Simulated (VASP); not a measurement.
Input of a VASP 6.6.1 run:

The input INCAR:

```
SYSTEM = As
ALGO = Normal
DIPOL = 0.5 0.5 0.500
EDIFF = 1E-6
ENCUT = 400
GGA = PE
GGA_COMPAT = .FALSE.
IDIPOL = 3
ISIF = 2
ISMEAR = 0
IVDW = 12
LASPH = .TRUE.
LCHARG = .FALSE.
LDIPOL = .TRUE.
LREAL = .FALSE.
LWAVE = .FALSE.
NBANDS = 22
NELM = 120
NELMDL = -8
PREC = Accurate
SIGMA = 0.05
```

KPOINTS

```
k-points
0
G
  12 12 1
  0 0 0
```

Contents of POSCAR:

```
As
1.0
    3.5704865906      0.0000000000      0.0000000000
   -1.7852432953      3.0921320914      0.0000000000
    0.0000000000      0.0000000000     19.2731425576
As
2
Direct
    0.3333333333      0.6666666667      0.4637286883
    0.6666666667      0.3333333333      0.5362713117
```

Potentials or basis: VASP PAW PBE potentials, release 64 (As_d).

Run with:

```bash
$ cat potpaw_PBE.64/As_d/POTCAR > POTCAR
$ mpirun -np 1 vasp_std > vasp.out
```

(1) Predict the largest force.

(2) What does it give for the band gap on the k mesh?

Results:

(1) 0.024 eV/Å.

(2) 1.55 eV (least direct gap 2.05 eV).
